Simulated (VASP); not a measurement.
Here is a VASP 6.6.1 calculation.

INCAR

```
SYSTEM = NaSrCl3
PREC = Accurate
ENCUT = 520
EDIFF = 1E-6
ISMEAR = -1
SIGMA = 0.02
LREAL = .FALSE.
LASPH = .TRUE.
NELM = 100
ALGO = Normal
ISIF = 2
LWAVE = .FALSE.
LCHARG = .FALSE.
GGA = PE
NBANDS = 27
```

The input KPOINTS:

```
Automatic mesh
0
G
  4 4 4
  0 0 0
```

POSCAR

```
NaSrCl3
1.0
    5.6252683343      0.0000000000      0.0000000000
    0.0000000000      5.6252683343      0.0000000000
    0.0000000000      0.0000000000      5.4002576009
Na Sr Cl
1 1 3
Direct
    0.0000000000      0.0000000000      0.0000000000
    0.5000000000      0.5000000000      0.5000000000
    0.5000000000      0.5000000000      0.0000000000
    0.5000000000      0.0000000000      0.5000000000
    0.0000000000      0.5000000000      0.5000000000
```

Potentials or basis: VASP PAW PBE potentials, release 64 (Na_pv, Sr_sv, Cl).

Command:

```console
$ cat potpaw_PBE.64/Na_pv/POTCAR potpaw_PBE.64/Sr_sv/POTCAR potpaw_PBE.64/Cl/POTCAR > POTCAR
$ mpirun -np 1 vasp_std > vasp.out
```

**Question.** What does it give for the band gap on the k mesh?

**Answer.** 3.65 eV (least direct gap 3.82 eV).

**Question.** Predict the pressure.

**Answer.** 1.5 GPa.

Stress tensor (GPa, compression positive):
```
0.66 0.00 0.00
0.00 0.66 0.00
0.00 0.00 3.18
```

Caveat: the cell differs from its parent crystal (uniaxial z strain -4.0%). A k mesh can miss the band edges.
